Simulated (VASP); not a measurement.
Set up this calculation in VASP 6.6.1, as the native input.

| Item | Value |
| --- | --- |
| Task | single point |
| Functional | r2SCAN |
| Potentials or basis | VASP PAW PBE potentials, release 64 (Ag, O) |
| Cutoff | 660 eV |
| k mesh | 6 × 6 × 6 |
| Occupations | fermi-dirac, width 0.02 eV |
| Spin | no spin polarisation |
| Dipole correction | no |
| Further INCAR settings | ALGO = Normal; EDIFF = 1e-06; NBANDS = 37 |

The system is Ag2O.

```
CELL_PARAMETERS angstrom
4.75612 0.00000 0.00000
0.00000 4.75612 0.00000
0.00000 0.00000 4.75612
ATOMIC_POSITIONS crystal
Ag 0.25000 0.25000 0.25000
Ag 0.25000 0.75000 0.75000
Ag 0.75000 0.75000 0.25000
Ag 0.75000 0.25000 0.75000
O 0.00000 0.00000 0.00000
O 0.50000 0.50000 0.50000
```

The input as run:

POSCAR

```
Ag2O
1.0
    4.7561153287      0.0000000000      0.0000000000
    0.0000000000      4.7561153287      0.0000000000
    0.0000000000      0.0000000000      4.7561153287
Ag O
4 2
Direct
    0.2500000000      0.2500000000      0.2500000000
    0.2500000000      0.7500000000      0.7500000000
    0.7500000000      0.7500000000      0.2500000000
    0.7500000000      0.2500000000      0.7500000000
    0.0000000000      0.0000000000      0.0000000000
    0.5000000000      0.5000000000      0.5000000000
```

INCAR.step1

```
SYSTEM = Ag2O
PREC = Accurate ; ENCUT = 660
ISMEAR = -1 ; SIGMA = 0.02
LREAL = .FALSE. ; LASPH = .TRUE.
NELM = 120 ; NBANDS = 37
GGA = PE ; ALGO = Normal
EDIFF = 1E-5 ; LWAVE = .TRUE.
LCHARG = .FALSE. ; GGA_COMPAT = .FALSE.
```

INCAR.step2

```
SYSTEM = Ag2O
PREC = Accurate ; ENCUT = 660
EDIFF = 1E-6 ; ISMEAR = -1
SIGMA = 0.02 ; LREAL = .FALSE.
LASPH = .TRUE. ; NELM = 120
ALGO = Normal ; ISIF = 2
LWAVE = .FALSE. ; LCHARG = .FALSE.
METAGGA = R2SCAN ; LMIXTAU = .TRUE.
NBANDS = 37 ; ISTART = 1
GGA_COMPAT = .FALSE.
```

KPOINTS

```
regular mesh
0
G
  6 6 6
  0 0 0
```

Potentials or basis: VASP PAW PBE potentials, release 64 (Ag, O).

Launch:

```bash
$ cat potpaw_PBE.64/Ag/POTCAR potpaw_PBE.64/O/POTCAR > POTCAR
$ cp INCAR.step1 INCAR
$ mpirun -np 1 vasp_std > vasp.out
$ cp INCAR.step2 INCAR
$ mpirun -np 1 vasp_std > vasp.out
```

It gave:

```
Pressure               : -0.1 GPa
Band gap on the k mesh : 0.24 eV
```

Caveat: the PAW data sets were made with another functional, which shifts forces and pressure a little.

Run time: 4 min on 1 thread of Intel(R) Xeon(R) Platinum 8488C (Sapphire Rapids), on a shared host, peak memory 0.3 GiB.
